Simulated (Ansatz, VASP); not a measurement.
# TaC2 in VASP and in Ansatz

```
Ta C
1.0
    -1.78617    1.78617    2.98391
     1.78617   -1.78617    2.98391
     1.78617    1.78617   -2.98391
Ta C
1 2
Cartesian
  0.0000 0.0000 0.0000
  0.0000 0.0000 2.4050
  0.0000 0.0000 3.5628
```

Change from the starting cell: species swapped into the LaC2 type (I4/mmm, No. 139).

Alike in both runs: task single point; functional PBE; k mesh 6 × 6 × 6; occupations gaussian, width 0.1 eV; no spin polarisation.

|  | VASP | Ansatz |
| --- | --- | --- |
| version | VASP 6.6.1 | Ansatz 0.2.0 |
| potentials or method | VASP PAW PBE potentials, release 64 (Ta_pv, C), cutoff 520 eV | scalar-relativistic, plane waves, PAW |
| valence electrons in the cell | 19 | 21 |

```csv
,VASP,Ansatz,Ansatz less VASP
gap on the k mesh at the Fermi level (eV),none,none,-
pressure (GPa),-5.2,-5.8,-0.55
"traceless stress, the component that is largest in VASP (GPa)",40.07,39.40,-0.664
rms of the force components (eV/Å),7.719,7.609,-0.1107
```

Atom by atom the forces differ by 0.111 eV/Å (rms over components). A gap of «none» marks a metal or a gap that the smearing closes. VASP's potentials hold 19 valence electrons a cell and Ansatz's 21, so a difference there can come from the potentials and not from the codes.

The k mesh is coarse, so the values compare programs but aren't converged. Neither program's run includes spin-orbit coupling.
